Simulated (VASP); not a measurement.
# BN (P6_3mc) in VASP: notebook

BN is run at these levels: r2SCAN; tasks: single point, relaxation of shape and atoms at fixed volume.

Everything below comes from runs of VASP 6.6.1. Logs are shortened: lines on timing, memory, paths and dates and some standing lists are left out, and cuts for length are marked.

## (1) The cell of the first run

Symmetry: P6_3mc, No. 186, hexagonal system. The conventional cell has a = 2.569 Å, b = 2.569 Å, c = 4.249 Å, α = 90.00°, β = 90.00°, γ = 120.00°. Within 2.1 Å of B (site symmetry 3m) lie 4 N at 1.58 to 1.59 Å. N (site symmetry 3m) has 4 B at 1.58 to 1.59 Å within 2.1 Å.

## (2) Single point, r2SCAN (volume scaled by 1.03, then relaxed in part)

Input file POSCAR:

```
BN
1.0
    2.5692807547      0.0000000000      0.0000000000
   -1.2846403773      2.2250624030      0.0000000000
    0.0000000000      0.0000000000      4.2489956533
B N
2 2
Direct
    0.6666666667      0.3333333333      0.9999084282
    0.3333333333      0.6666666667      0.4999084282
    0.6666666667      0.3333333333      0.6250915718
    0.3333333333      0.6666666667      0.1250915718
```

Input file INCAR.step1:

```
SYSTEM = BN
PREC = Accurate
ENCUT = 520
ISMEAR = 0
SIGMA = 0.02
LREAL = .FALSE.
LASPH = .TRUE.
NELM = 80
NBANDS = 16
GGA = PE
ALGO = Normal
EDIFF = 1E-4
LWAVE = .TRUE.
LCHARG = .FALSE.
```

Input file INCAR.step2:

```
SYSTEM = BN
PREC = Accurate
ENCUT = 520
EDIFF = 1E-6
ISMEAR = 0
SIGMA = 0.02
LREAL = .FALSE.
LASPH = .TRUE.
NELM = 80
ALGO = Normal
ISIF = 2
LWAVE = .FALSE.
LCHARG = .TRUE.
METAGGA = R2SCAN
LMIXTAU = .TRUE.
LELF = .TRUE.
LVHAR = .TRUE.
NBANDS = 16
ISTART = 1
```

Input file KPOINTS:

```
Automatic mesh
0
G
  12 12 6
  0 0 0
```

Potentials or basis: VASP PAW PBE potentials, release 64 (B, N).

Started as:

```console
$ cat potpaw_PBE.64/B/POTCAR potpaw_PBE.64/N/POTCAR > POTCAR
$ cp INCAR.step1 INCAR
$ mpirun -np 1 vasp_std > vasp.out
$ cp INCAR.step2 INCAR
$ mpirun -np 1 vasp_std > vasp.out
```

OUTCAR:

```text
SYSTEM = BN
   PREC = Accurate
   ENCUT = 520
   EDIFF = 1E-6
   ISMEAR = 0
   LREAL = .FALSE.
   LASPH = .TRUE.
   NELM = 80
   ISIF = 2
   METAGGA = R2SCAN
   ISTART = 1

 ion  position               nearest neighbor table
   1  0.667  0.333  1.000-   4 1.58   4 1.58   4 1.58   3 1.59
   2  0.333  0.667  0.500-   3 1.58   3 1.58   3 1.58   4 1.59
   3  0.667  0.333  0.625-   2 1.58   2 1.58   2 1.58   1 1.59
   4  0.333  0.667  0.125-   1 1.58   1 1.58   1 1.58   2 1.59

  LATTYP: Found a hexagonal cell.
 ALAT       =     2.5692807547
 C/A-ratio  =     1.6537685286

  Lattice vectors:

 A1 = (   2.5692807547,   0.0000000000,   0.0000000000)
 A2 = (  -1.2846403773,   2.2250624030,   0.0000000000)
 A3 = (   0.0000000000,   0.0000000000,   4.2489956533)

Analysis of symmetry for initial positions (statically):
=====================================================================
 Subroutine PRICEL returns:
 Original cell was already a primitive cell.

 Routine SETGRP: Setting up the symmetry group for a
 hexagonal supercell.

 Subroutine GETGRP returns: Found 12 space group operations
 (whereof  6 operations were pure point group operations)
 out of a pool of 24 trial point group operations.

The static configuration has the point symmetry C_3v.
 The point group associated with its full space group is C_6v.

Analysis of symmetry for dynamics (positions and initial velocities):
=====================================================================
 Subroutine PRICEL returns:
 Original cell was already a primitive cell.

 Routine SETGRP: Setting up the symmetry group for a
 hexagonal supercell.

 Subroutine GETGRP returns: Found 12 space group operations
 (whereof  6 operations were pure point group operations)
 out of a pool of 24 trial point group operations.

The dynamic configuration has the point symmetry C_3v.
 The point group associated with its full space group is C_6v.

 Subroutine INISYM returns: Found 12 space group operations
 (whereof  6 operations are pure point group operations),
 and found     1 'primitive' translations

----------------------------------------------------------------------------------------

                                     Primitive cell

  volume of cell :      24.2907

  direct lattice vectors                    reciprocal lattice vectors
     2.569280755  0.000000000  0.000000000     0.389213985  0.224712799  0.000000000
    -1.284640377  2.225062403  0.000000000     0.000000000  0.449425598  0.000000000
     0.000000000  0.000000000  4.248995653     0.000000000  0.000000000  0.235349735

  length of vectors
     2.569280755  2.569280755  4.248995653     0.449425598  0.449425598  0.235349735

  position of ions in fractional coordinates (direct lattice)
     0.666666667  0.333333333  0.999908428
     0.333333333  0.666666667  0.499908428
     0.666666667  0.333333333  0.625091572
     0.333333333  0.666666667  0.125091572

  ion indices of the primitive-cell ions
   primitive index   ion index
                 1           1
                 2           2
                 3           3
                 4           4

----------------------------------------------------------------------------------------

 KPOINTS: Automatic mesh

Automatic generation of k-mesh.
 Grid dimensions read from file:
 generate k-points for:   12   12    6

 Generating k-lattice:

  Cartesian coordinates                     Fractional coordinates (reciprocal lattice)
     0.032434499  0.018726067  0.000000000     0.083333333 -0.000000000  0.000000000
     0.000000000  0.037452133  0.000000000     0.000000000  0.083333333  0.000000000
     0.000000000  0.000000000  0.039224956     0.000000000  0.000000000  0.166666667

  Length of vectors
     0.037452133  0.037452133  0.039224956

  Shift w.r.t. Gamma in fractional coordinates (k-lattice)
     0.000000000  0.000000000  0.000000000

 Subroutine IBZKPT returns following result:
 ===========================================

 Found     76 irreducible k-points:

 Following reciprocal coordinates:
            Coordinates               Weight
  0.000000  0.000000  0.000000      1.000000
  0.083333  0.000000  0.000000      6.000000
  0.166667 -0.000000  0.000000      6.000000
  0.250000 -0.000000  0.000000      6.000000
  0.333333  0.000000  0.000000      6.000000
  0.416667 -0.000000  0.000000      6.000000
[... 16 lines left out ...]
  0.250000 -0.000000  0.166667     12.000000
  0.333333  0.000000  0.166667     12.000000
 [... further k-points ...]
   k-points           NKPTS =     76   k-points in BZ     NKDIM =     76   number of bands    NBANDS=     16
   number of dos      NEDOS =    301   number of ions     NIONS =      4
   total plane-waves  NPLWV =  12800
   dimension x,y,z NGX =    20 NGY =   20 NGZ =   32
   dimension x,y,z NGXF=    40 NGYF=   40 NGZF=   64
   ions per type =               2   2
   NGX,Y,Z   is equivalent  to a cutoff of  12.94, 12.94, 12.52 a.u.
   NGXF,Y,Z  is equivalent  to a cutoff of  25.88, 25.88, 25.04 a.u.
 SYSTEM =  BN
   PREC   = accura    normal or accurate (medium, high low for compatibility)
   ISTART =      1    job   : 0-new  1-cont  2-samecut
   ICHARG =      0    charge: 1-file 2-atom 10-const
   ISPIN  =      1    spin polarized calculation?
   LNONCOLLINEAR =      F non collinear calculations
   LSORBIT =      F    spin-orbit coupling
   LASPH  =      T    aspherical Exc in radial PAW
   ENCUT  =  520.0 eV  38.22 Ry    6.18 a.u.   4.78  4.78  7.90*2*pi/ulx,y,z
   NELM   =     80;   NELMIN=  2; NELMDL=  0     # of ELM steps
   EDIFF  = 0.1E-05   stopping-criterion for ELM
   LREAL  =      F    real-space projection
   EDIFFG = 0.1E-04   stopping-criterion for IOM
   NSW    =      0    number of steps for IOM
   IBRION =     -1    ionic relax: 0-MD 1-quasi-New 2-CG
   NFREE  =      0    steps in history (QN), initial steepest desc. (CG)
   ISIF   =      2    stress and relaxation
   ISYM   =      2    0-nonsym 1-usesym 2-fastsym
   POTIM  = 0.5000    time-step for ionic-motion
   TEBEG  =    0.0;   TEEND  =   0.0 temperature during run
   PSTRESS=    0.0 pullay stress
   NELECT =      16.0000    total number of electrons
   NUPDOWN=      -1.0000    fix difference up-down
   EMIN   =  10.00;   EMAX   =-10.00  energy-range for DOS
   EFERMI =   0.00;   METHOD = LEGACY
   ISMEAR =     0;   SIGMA  =   0.02  broadening in eV -4-tet -1-fermi 0-gaus
   EFERMI_NEDOS =   21; number of points for ismear=-14 and -15
   IALGO  =     38    algorithm
   IMIX   =      4    mixing-type and parameters
     AMIX     =   0.40;   BMIX     =  1.00
     AMIX_MAG =   1.60;   BMIX_MAG =  1.00
  volume/ion in A,a.u.               =       6.07        40.98
  Fermi-wavevector in a.u.,A,eV,Ry     =   1.424409  2.691743 27.605431  2.028942
  Thomas-Fermi vector in A             =   2.544903
   LORBIT       =      0    0 simple, 1 ext, 2 COOP (PROOUT), +10 PAW based schemes
   METAGGA = R2SCAN    functional components
   LHFCALC =     F    Hartree Fock is set to
   AEXX    =    0.0000 exact exchange contribution
   IVDW    =     0    specifies the selected vdW correction
   LEPSILON=     F    determine dielectric tensor
   LRPA    =     F    only Hartree local field effects (RPA)
 non-spin polarized calculation
 Gauss-broadening in eV      SIGMA  =   0.02
  energy-cutoff  :      520.00
  volume of cell :       24.29
 maximum number of plane-waves:       668
 NGX is ok and might be reduce to    20
   NGX =  9   NGY =  9   NGZ = 15

 number of electron      16.0000000 magnetization

 Free energy of the ion-electron system (eV)
  ---------------------------------------------------
  ext. energy  EPLUGINS =         0.00000000
  ---------------------------------------------------
  free energy    TOTEN  =       -38.24785000 eV

  energy without entropy =      -38.24785000  energy(sigma->0) =      -38.24785000

 E-fermi :   7.1833     XC(G=0): -13.4894

 val. band max:        7.0556187141   @ k =   0.0000   0.0000   0.0000
 cond. band min:      12.8277891842   @ k =   0.3333   0.3333   0.0000
 fundamental gap:      5.7721704701
 Fermi energy:         7.1832586103

 k-point     1 :       0.0000    0.0000    0.0000
  band No.  band energies     occupation
      1     -14.0858      2.00000
      2      -9.9839      2.00000
      3      -3.9829      2.00000
      4       4.9116      2.00000
      5       4.9116      2.00000
      6       6.8103      2.00000
[... 8 lines left out ...]
     15      19.5952      0.00000
     16      24.1055      0.00000

 k-point     2 :       0.0833    0.0000    0.0000
  band No.  band energies     occupation
      1     -13.9328      2.00000
      2      -9.8678      2.00000
      3      -3.8306      2.00000
      4       4.1996      2.00000
      5       4.6273      2.00000
      6       6.4579      2.00000
[... 8 lines left out ...]
     15      20.0520      0.00000
     16      23.8513      0.00000

 k-point     3 :       0.1667   -0.0000    0.0000
  band No.  band energies     occupation
      1     -13.4794      2.00000
      2      -9.5367      2.00000
      3      -3.3799      2.00000
      4       2.4951      2.00000
      5       3.9577      2.00000
      6       4.9905      2.00000
[... 8 lines left out ...]
     15      21.2444      0.00000
     16      23.1236      0.00000

 k-point     4 :       0.2500   -0.0000    0.0000
  band No.  band energies     occupation
      1     -12.7453      2.00000
      2      -9.0558      2.00000
      3      -2.6532      2.00000
      4       0.4876      2.00000
      5       3.1659      2.00000
      6       3.2055      2.00000
[... 8 lines left out ...]
     15      22.7944      0.00000
     16      23.1838      0.00000

 k-point     5 :       0.3333    0.0000    0.0000
  band No.  band energies     occupation
      1     -11.7779      2.00000
      2      -8.5931      2.00000
      3      -1.7065      2.00000
      4      -1.2996      2.00000
      5       1.3555      2.00000
      6       2.5706      2.00000
[... 8 lines left out ...]
     15      23.5492      0.00000
     16      24.3008      0.00000

 k-point     6 :       0.4167   -0.0000    0.0000
  band No.  band energies     occupation
      1     -10.7042      2.00000
      2      -8.4782      2.00000
      3      -2.3865      2.00000
      4      -0.7526      2.00000
      5      -0.0623      2.00000
      6       2.1578      2.00000
[... 8 lines left out ...]
     15      24.0607      0.00000
     16      25.3898      0.00000
[... 267 lines left out ...]
 k-point    21 :       0.0833    0.0000    0.1667
  band No.  band energies     occupation
      1     -13.7652      2.00000
      2     -10.3924      2.00000
      3      -3.0101      2.00000
      4       4.3261      2.00000
      5       4.7516      2.00000
      6       5.6899      2.00000
[... 8 lines left out ...]
     15      19.7332      0.00000
     16      23.4861      0.00000

 k-point    22 :       0.1667   -0.0000    0.1667
  band No.  band energies     occupation
      1     -13.3145      2.00000
      2     -10.0332      2.00000
      3      -2.6137      2.00000
      4       2.6445      2.00000
      5       4.0913      2.00000
      6       4.5391      2.00000
[... 8 lines left out ...]
     15      20.9191      0.00000
     16      23.0943      0.00000

 k-point    23 :       0.2500   -0.0000    0.1667
  band No.  band energies     occupation
      1     -12.5859      2.00000
      2      -9.4956      2.00000
      3      -2.0397      2.00000
      4       0.7187      2.00000
      5       2.7270      2.00000
      6       3.3466      2.00000
[... 8 lines left out ...]
     15      22.4458      0.00000
     16      23.2610      0.00000

 k-point    24 :       0.3333    0.0000    0.1667
  band No.  band energies     occupation
      1     -11.6294      2.00000
      2      -8.9264      2.00000
      3      -1.9080      2.00000
      4      -0.4134      2.00000
      5       0.9138      2.00000
      6       2.7166      2.00000
[... 8 lines left out ...]
     15      23.9001      0.00000
     16      24.0997      0.00000

 [... further k-points ...]
[... 5 lines left out ...]
  --------------------------------------------------------------------------------------
  -------------------------------------------------------------------------------------
  Total       -1.5124497     -1.5124497     -1.5060855     -0.0000000      0.0000000      0.0000000
  in kB      -99.7588610    -99.7588610    -99.3390884     -0.0000000      0.0000000      0.0000000
  external PRESSURE =     -99.6189368 kB  Pullay stress =       0.0000000 kB

 VOLUME and BASIS-vectors are now :
 -----------------------------------------------------------------------------
  energy-cutoff  :      520.00
  volume of cell :       24.29
      direct lattice vectors                 reciprocal lattice vectors
     2.569280755  0.000000000  0.000000000     0.389213985  0.224712799  0.000000000
    -1.284640377  2.225062403  0.000000000     0.000000000  0.449425598  0.000000000
     0.000000000  0.000000000  4.248995653     0.000000000  0.000000000  0.235349735

 POSITION                                       TOTAL-FORCE (eV/Angst)
 -----------------------------------------------------------------------------------
      1.28464      0.74169      4.24861         0.000000      0.000000     -0.001077
     -0.00000      1.48337      2.12411        -0.000000     -0.000000     -0.001077
      1.28464      0.74169      2.65601        -0.000000      0.000000      0.001077
     -0.00000      1.48337      0.53151         0.000000     -0.000000      0.001077
 -----------------------------------------------------------------------------------
    total drift:                                0.000000     -0.000000      0.002353

  FREE ENERGIE OF THE ION-ELECTRON SYSTEM (eV)
  ---------------------------------------------------
  free  energy   TOTEN  =       -38.2478499974 eV

  energy  without entropy=      -38.2478499974  energy(sigma->0) =      -38.24785000
```

Run time: 81 s. Hardware: 1 thread of Intel Xeon 6975P-C (Granite Rapids), shared host; peak memory 0.15 GiB.

Results:

| Quantity | Value |
| --- | --- |
| Free energy | -38.2478 eV |
| Pressure | -10.0 GPa |
| Band gap on the k mesh | 5.77 eV, indirect (least direct gap 8.84 eV) |

Caveat: the PAW data sets were made with another functional, which shifts forces and pressure a little. A k mesh can miss the band edges.

[end of part 1 of 3]
